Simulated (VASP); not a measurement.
Crystal: AlN.

```
Al N
1.0
     3.31212    0.00000    0.00000
    -1.65606    2.86838    0.00000
     0.00000    0.00000    4.18756
Al N
2 2
Direct
  0.33333 0.66667 0.75000
  0.66667 0.33333 0.25000
  0.33333 0.66667 0.25000
  0.66667 0.33333 0.75000
```

Base run:

```yaml
Program: VASP 6.6.1
Functional: PBEsol
Potentials_or_basis: VASP PAW PBE potentials, release 64 (Al, N)
Cutoff: 520 eV
k_mesh: 12 × 12 × 6
Occupations: gaussian, width 0.01 eV
Spin: no spin polarisation
```

Its results: band gap on the k mesh 3.19 eV; pressure -3.5 GPa.

Q: The run is repeated on the same cell with these changes: functional from PBEsol to LDA; potentials or basis from VASP PAW PBE potentials, release 64 (Al, N) to VASP PAW LDA potentials, release 64 (Al, N). What comes out?

A: Band gap on the k mesh 3.28 eV; pressure -8.2 GPa.

Caveats: the cell stands under tension; the PAW data sets were made with another functional, which shifts forces and pressure a little (at least some runs).

A k mesh can miss the band edges.
